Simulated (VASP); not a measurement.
# Al2Cu (I4/mcm) in VASP: further runs, part 2 of 2

VASP 6.6.1. The steps go on from the part before.

## 4. Single point, r2SCAN

This run uses another cell than the first one, of 12.33 Å³/atom, 1.228 times its volume.

The input, POSCAR:

```
Al2Cu
1.0
   -2.8465002088      2.8465002088      2.2820794077
    2.8465002088     -2.8465002088      2.2820794077
    2.8465002088      2.8465002088     -2.2820794077
Al Cu
4 2
Direct
    0.8420224296      0.6579775704      0.5000000000
    0.6579775704      0.1579775704      0.8159551409
    0.3420224296      0.8420224296      0.1840448591
    0.1579775704      0.3420224296      0.5000000000
    0.2500000000      0.2500000000      0.0000000000
    0.7500000000      0.7500000000      0.0000000000
```

The input, INCAR.step1:

```
PREC = Accurate
ENCUT = 520
ISMEAR = 0
SIGMA = 0.1
LREAL = F
LASPH = T
NELM = 60
NBANDS = 26
GGA = PE
ALGO = Normal
EDIFF = 1E-4
LWAVE = T
LCHARG = F
```

The input, INCAR.step2:

```
PREC = Accurate
ENCUT = 520
EDIFF = 1E-6
ISMEAR = 0
SIGMA = 0.1
LREAL = F
LASPH = T
NELM = 60
ALGO = Normal
ISIF = 2
LWAVE = F
LCHARG = F
METAGGA = R2SCAN
LMIXTAU = T
NBANDS = 26
ISTART = 1
```

The input, KPOINTS:

```
Automatic mesh
0
Gamma
  10 10 10
```

Potentials or basis: VASP PAW PBE potentials, release 64 (Al, Cu).

On the command line:

```
$ cat potpaw_PBE.64/Al/POTCAR potpaw_PBE.64/Cu/POTCAR > POTCAR
$ cp INCAR.step1 INCAR
$ mpirun -np 1 vasp_std > vasp.out
$ cp INCAR.step2 INCAR
$ mpirun -np 1 vasp_std > vasp.out
```

OUTCAR:

```text
PREC = Accurate
   ENCUT = 520
   EDIFF = 1E-6
   ISMEAR = 0
   LREAL = F
   LASPH = T
   NELM = 60
   ISIF = 2
   METAGGA = R2SCAN
   ISTART = 1

 ion  position               nearest neighbor table
   1  0.842  0.658  0.500-   5 2.43   6 2.43   6 2.43   5 2.43   4 2.54   4 2.72   4 2.72   2 2.91
                             3 2.91   2 2.91   3 2.91   2 3.03   3 3.03   3 3.03   2 3.03
   2  0.658  0.158  0.816-   5 2.43   6 2.43   5 2.43   6 2.43   3 2.54   3 2.72   3 2.72   1 2.91
                             4 2.91   4 2.91   1 2.91   1 3.03   4 3.03   1 3.03   4 3.03
   3  0.342  0.842  0.184-   5 2.43   6 2.43   5 2.43   6 2.43   2 2.54   2 2.72   2 2.72   1 2.91
                             4 2.91   4 2.91   1 2.91   1 3.03   4 3.03   4 3.03   1 3.03
   4  0.158  0.342  0.500-   6 2.43   5 2.43   5 2.43   6 2.43   1 2.54   1 2.72   1 2.72   2 2.91
                             3 2.91   2 2.91   3 2.91   2 3.03   3 3.03   2 3.03   3 3.03
   5  0.250  0.250  0.000-   6 2.28   6 2.28   2 2.43   3 2.43   2 2.43   3 2.43   4 2.43   1 2.43
                             4 2.43   1 2.43
   6  0.750  0.750  0.000-   5 2.28   5 2.28   2 2.43   3 2.43   2 2.43   3 2.43   1 2.43   1 2.43
                             4 2.43   4 2.43

  LATTYP: Found a body centered tetragonal cell.
 ALAT       =     5.6930004176
 C/A-ratio  =     0.8017141192

  Lattice vectors:

 A1 = (  -2.8465002088,   2.8465002088,   2.2820794077)
 A2 = (   2.8465002088,  -2.8465002088,   2.2820794077)
 A3 = (   2.8465002088,   2.8465002088,  -2.2820794077)

Analysis of symmetry for initial positions (statically):
=====================================================================
 Subroutine PRICEL returns:
 Original cell was already a primitive cell.

 Routine SETGRP: Setting up the symmetry group for a
 body centered tetragonal supercell.

 Subroutine GETGRP returns: Found 16 space group operations
 (whereof  8 operations were pure point group operations)
 out of a pool of 16 trial point group operations.

The static configuration has the point symmetry C_4h.
 The point group associated with its full space group is D_4h.

Analysis of symmetry for dynamics (positions and initial velocities):
=====================================================================
 Subroutine PRICEL returns:
 Original cell was already a primitive cell.

 Routine SETGRP: Setting up the symmetry group for a
 body centered tetragonal supercell.

 Subroutine GETGRP returns: Found 16 space group operations
 (whereof  8 operations were pure point group operations)
 out of a pool of 16 trial point group operations.

The dynamic configuration has the point symmetry C_4h.
 The point group associated with its full space group is D_4h.

 Subroutine INISYM returns: Found 16 space group operations
 (whereof  8 operations are pure point group operations),
 and found     1 'primitive' translations

----------------------------------------------------------------------------------------

                                     Primitive cell

  volume of cell :      73.9628

  direct lattice vectors                    reciprocal lattice vectors
    -2.846500209  2.846500209  2.282079408     0.000000000  0.175654299  0.219098423
     2.846500209 -2.846500209  2.282079408     0.175654299  0.000000000  0.219098423
     2.846500209  2.846500209 -2.282079408     0.175654299  0.175654299  0.000000000

  length of vectors
     4.627419724  4.627419724  4.627419724     0.280817649  0.280817649  0.248412693

  position of ions in fractional coordinates (direct lattice)
[... 35 lines left out ...]
     0.000000000  0.000000000  0.000000000

 Subroutine IBZKPT returns following result:
 ===========================================

 Found    102 irreducible k-points:

 Following reciprocal coordinates:
            Coordinates               Weight
  0.000000  0.000000  0.000000      1.000000
  0.100000  0.000000  0.000000      8.000000
  0.200000  0.000000  0.000000      8.000000
  0.300000  0.000000 -0.000000      8.000000
  0.400000  0.000000 -0.000000      8.000000
  0.500000  0.000000  0.000000      4.000000
[... 16 lines left out ...]
  0.300000  0.300000 -0.000000      8.000000
  0.400000  0.300000 -0.000000     16.000000
 [... further k-points ...]
   k-points           NKPTS =    102   k-points in BZ     NKDIM =    102   number of bands    NBANDS=     26
   number of dos      NEDOS =    301   number of ions     NIONS =      6
   total plane-waves  NPLWV =  46656
   dimension x,y,z NGX =    36 NGY =   36 NGZ =   36
   dimension x,y,z NGXF=    72 NGYF=   72 NGZF=   72
   ions per type =               4   2
   NGX,Y,Z   is equivalent  to a cutoff of  12.93, 12.93, 12.93 a.u.
   NGXF,Y,Z  is equivalent  to a cutoff of  25.87, 25.87, 25.87 a.u.
 SYSTEM =  unknown system
   PREC   = accura    normal or accurate (medium, high low for compatibility)
   ISTART =      1    job   : 0-new  1-cont  2-samecut
   ICHARG =      0    charge: 1-file 2-atom 10-const
   ISPIN  =      1    spin polarized calculation?
   LNONCOLLINEAR =      F non collinear calculations
   LSORBIT =      F    spin-orbit coupling
   LASPH  =      T    aspherical Exc in radial PAW
   ENCUT  =  520.0 eV  38.22 Ry    6.18 a.u.   8.60  8.60  8.60*2*pi/ulx,y,z
   NELM   =     60;   NELMIN=  2; NELMDL=  0     # of ELM steps
   EDIFF  = 0.1E-05   stopping-criterion for ELM
   LREAL  =      F    real-space projection
[... 7 lines left out ...]
   TEBEG  =    0.0;   TEEND  =   0.0 temperature during run
   PSTRESS=    0.0 pullay stress
   NELECT =      34.0000    total number of electrons
   NUPDOWN=      -1.0000    fix difference up-down
   EMIN   =  10.00;   EMAX   =-10.00  energy-range for DOS
   EFERMI =   0.00;   METHOD = LEGACY
   ISMEAR =     0;   SIGMA  =   0.10  broadening in eV -4-tet -1-fermi 0-gaus
   EFERMI_NEDOS =   21; number of points for ismear=-14 and -15
   IALGO  =     38    algorithm
   IMIX   =      4    mixing-type and parameters
     AMIX     =   0.40;   BMIX     =  1.00
     AMIX_MAG =   1.60;   BMIX_MAG =  1.00
  volume/ion in A,a.u.               =      12.33        83.19
  Fermi-wavevector in a.u.,A,eV,Ry     =   1.263466  2.387604 21.719595  1.596345
  Thomas-Fermi vector in A             =   2.396821
   LORBIT       =      0    0 simple, 1 ext, 2 COOP (PROOUT), +10 PAW based schemes
   METAGGA = R2SCAN    functional components
   LHFCALC =     F    Hartree Fock is set to
   AEXX    =    0.0000 exact exchange contribution
   IVDW    =     0    specifies the selected vdW correction
   LEPSILON=     F    determine dielectric tensor
   LRPA    =     F    only Hartree local field effects (RPA)
 non-spin polarized calculation
 Gauss-broadening in eV      SIGMA  =   0.10
  energy-cutoff  :      520.00
  volume of cell :       73.96
 maximum number of plane-waves:      2019
   NGX = 17   NGY = 17   NGZ = 17

 number of electron      33.9999993 magnetization

 Free energy of the ion-electron system (eV)
  ---------------------------------------------------
  ext. energy  EPLUGINS =         0.00000000
  ---------------------------------------------------
  free energy    TOTEN  =       -48.72507579 eV

  energy without entropy =      -48.71835674  energy(sigma->0) =      -48.72171626

 E-fermi :  10.2282     XC(G=0): -12.5951

 val. band max:       10.2224727005   @ k =  -0.2000   0.4000   0.2000
 cond. band min:      10.2291271376   @ k =  -0.1000   0.3000   0.1000
 fundamental gap:      0.0066544371
 Fermi energy:        10.2282211155

 k-point     1 :       0.0000    0.0000    0.0000
  band No.  band energies     occupation
      1      -2.6775      2.00000
      2       3.6541      2.00000
      3       3.7936      2.00000
      4       3.7937      2.00000
      5       3.8256      2.00000
      6       4.9719      2.00000
[... 685 lines left out ...]
     25      18.5726      0.00000
     26      18.6626      0.00000

 [... further k-points ...]
[... 5 lines left out ...]
  --------------------------------------------------------------------------------------
  -------------------------------------------------------------------------------------
  Total       11.3961201     11.3961201     11.4417334      0.0000000      0.0000000      0.0000000
  in kB      246.8620993    246.8620993    247.8501713      0.0000000      0.0000000      0.0000000
  external PRESSURE =     247.1914566 kB  Pullay stress =       0.0000000 kB

 VOLUME and BASIS-vectors are now :
 -----------------------------------------------------------------------------
  energy-cutoff  :      520.00
  volume of cell :       73.96
      direct lattice vectors                 reciprocal lattice vectors
    -2.846500209  2.846500209  2.282079408     0.000000000  0.175654299  0.219098423
     2.846500209 -2.846500209  2.282079408     0.175654299  0.000000000  0.219098423
     2.846500209  2.846500209 -2.282079408     0.175654299  0.175654299  0.000000000

 POSITION                                       TOTAL-FORCE (eV/Angst)
 -----------------------------------------------------------------------------------
      0.89937      1.94713      2.28208        -0.001417      0.001417     -0.000000
      0.89937      3.74587     -0.00000        -0.001417     -0.001417     -0.000000
      1.94713     -0.89937      2.28208         0.001417      0.001417      0.000000
      1.94713      0.89937      0.00000         0.001417     -0.001417     -0.000000
      0.00000      0.00000      1.14104        -0.000000     -0.000000     -0.000000
      0.00000      0.00000      3.42312        -0.000000      0.000000     -0.000000
 -----------------------------------------------------------------------------------
    total drift:                                0.000000     -0.000000      0.000000

  FREE ENERGIE OF THE ION-ELECTRON SYSTEM (eV)
  ---------------------------------------------------
  free  energy   TOTEN  =       -48.7250757923 eV

  energy  without entropy=      -48.7183567375  energy(sigma->0) =      -48.72171626
```

It took 8.8 min on 1 thread of Intel Xeon 6975P-C, shared host; peak memory 0.32 GiB.

Results:

- Free energy: -48.7251 eV
- Pressure: 24.7 GPa
- Band gap on the k mesh: zero (band 17 reaches 13.26 eV, above the bottom of band 18 at 7.98 eV)

Forces on the atoms (eV/Å):
```
Al  -0.001  0.001  0.000
Al  -0.001 -0.001  0.000
Al   0.001  0.001  0.000
Al   0.001 -0.001  0.000
Cu   0.000  0.000  0.000
Cu   0.000  0.000  0.000
```

Levels at points of the mesh, in eV from the Fermi level:
| k point | band 13 | band 14 | band 15 | band 16 | band 17 | band 18 | band 19 | band 20 | band 21 | band 22 |
| --- | --- | --- | --- | --- | --- | --- | --- | --- | --- | --- |
| (0.00, 0.00, 0.00) | -3.74 | -2.47 | -1.82 | -1.71 | -1.71 | -1.20 | -0.35 | 0.68 | 2.10 | 2.14 |
| (0.50, 0.00, 0.00) | -3.79 | -3.79 | -3.09 | -3.09 | 0.23 | 0.23 | 4.65 | 4.65 | 4.95 | 4.95 |
| (0.50, 0.50, 0.00) | -3.71 | -3.38 | -2.03 | -1.84 | -0.71 | -0.54 | 0.96 | 1.63 | 4.98 | 5.15 |
| (0.50, 0.50, 0.50) | -4.10 | -3.91 | -3.91 | -2.14 | 3.03 | 3.08 | 3.08 | 3.92 | 5.65 | 5.76 |

Caveat: the PAW data sets were made with another functional, which shifts forces and pressure a little.

## 5. Overview

```tsv
cell	gap on the mesh (eV)	pressure (GPa)
a = 4.319 Å, angles 104.2, 104.2, 120.7°, 6 atoms	none	89.7
a = 4.480 Å, angles 104.1, 104.1, 120.9°, 6 atoms	none	49.7
a = 4.627 Å, angles 104.1, 104.1, 120.9°, 6 atoms	none	24.7
```

Alike in all rows: task single point; level r2SCAN; potentials or basis VASP PAW PBE potentials, release 64 (Al, Cu); no spin polarisation; k mesh 10 × 10 × 10; cutoff (eV) 520; smearing gaussian 0.1 eV.

Caveats: the PAW data sets were made with another functional, which shifts forces and pressure a little.

Total energies depend on the potentials used, so only differences within one code and one set of settings carry meaning.
